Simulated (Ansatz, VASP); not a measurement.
**Hf: VASP beside Ansatz**

The input INCAR:

```
SYSTEM = Hf
ALGO = Normal ; EDIFF = 1E-6
ENCUT = 520 ; GGA = PS
ISIF = 2 ; ISMEAR = -1
LASPH = .TRUE. ; LCHARG = .FALSE.
LREAL = .FALSE. ; LWAVE = .FALSE.
NBANDS = 11 ; NELM = 80
PREC = Accurate ; SIGMA = 0.1
```

KPOINTS

```
k-points
0
G
  14 14 14
  0 0 0
```

POSCAR

```
Hf
1.0
   -1.7224758202      1.7224758202      1.7224758202
    1.7224758202     -1.7224758202      1.7224758202
    1.7224758202      1.7224758202     -1.7224758202
Hf
1
Direct
    0.0000000000      0.0000000000      0.0000000000
```

Input for Ansatz:

```yaml
crystal:
  lattice:
    - [-1.7224758202, 1.7224758202, 1.7224758202]
    - [1.7224758202, -1.7224758202, 1.7224758202]
    - [1.7224758202, 1.7224758202, -1.7224758202]
  atoms:
    - { symbol: Hf, position: [0.0, 0.0, 0.0] }
hamiltonian:
  xc: pbesol
  pseudopotentials:
    kind: paw
    azcp:
      Hf: "pseudopotentials/Hf.paw.azcp"
basis:
  ecutwfc: 420
  fft_grid_basis: typed
kpoints:
  mp_grid: { grid: [14, 14, 14], shift: [0, 0, 0] }
magnetization:
  spin_polarized: false
scf:
  occupations: { method: fermi_dirac, width: 0.1 }
  lower_state_search: "off"
output:
  stress: true
```

Alike in both runs: task single point; functional PBEsol; k mesh 14 × 14 × 14; occupations fermi-dirac, width 0.1 eV; no spin polarisation.

|  | VASP | Ansatz |
| --- | --- | --- |
| version | VASP 6.6.1 | Ansatz 0.2.0 |
| potentials or method | VASP PAW PBE potentials, release 64 (Hf_pv), cutoff 520 eV | plane waves (420 eV) with PAW, scalar-relativistic |
| valence electrons in the cell | 10 | 26 |

```tsv
	VASP	Ansatz	Ansatz less VASP
pressure (GPa)	4.5	4.8	+0.23
```

VASP's potentials were made for PBE, not for PBEsol, and Ansatz warns of the same on its side. VASP's potentials hold 10 valence electrons a cell and Ansatz's 26, so a difference there can come from the potentials and not from the codes.

Neither program's run includes spin-orbit coupling.
